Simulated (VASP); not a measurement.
## Bi: single point with PBE

System: Bi, a slab with vacuum.

```
Bi
1.0
     5.11825    0.00000    0.00000
     0.00000    4.51970    0.00000
     0.00000    0.00000   29.35979
Bi
4
Cartesian
  0.2461 0.0000 10.9767
  2.3130 2.2598 10.9767
  2.8052 2.2598 8.0233
  4.8721 0.0000 8.0233
```

- Program: VASP 6.6.1
- Task: single point
- Functional: PBE
- Potentials or basis: VASP PAW PBE potentials, release 64 (Bi_d)
- Cutoff: 520 eV
- k mesh: 6 × 6 × 1
- Occupations: fermi-dirac, width 0.02 eV
- Spin: no spin polarisation
- Dipole correction: yes
- Further INCAR settings: ALGO = Normal; EDIFF = 1e-06; NBANDS = 38

```
Largest force : 0.217 eV/Å
```

Forces on the atoms (eV/Å):
```
Bi  -0.159  0.000  0.148
Bi   0.159  0.000  0.148
Bi  -0.159  0.000 -0.148
Bi   0.159  0.000 -0.148
```

Levels at points of the mesh, in eV from the Fermi level:
| k point | band 28 | band 29 | band 30 | band 31 | band 32 | band 33 |
| --- | --- | --- | --- | --- | --- | --- |
| (0.00, 0.00, 0.00) | -1.59 | -1.17 | -0.27 | 0.27 | 2.12 | 2.24 |
| (0.50, 0.00, 0.00) | -1.21 | -0.82 | -0.82 | 0.66 | 0.66 | 1.63 |
| (0.00, 0.50, 0.00) | -1.71 | -1.56 | -1.56 | 0.58 | 0.58 | 0.95 |
| (0.50, 0.50, 0.00) | -3.08 | -1.65 | -1.65 | 2.03 | 2.03 | 4.06 |

Run time: 11 min on 1 thread of Oxide Virtual Turin-like Processor (shared host), peak memory 0.76 GiB.

Caveat: spin-orbit coupling is left out, which moves the levels of the heavy elements.
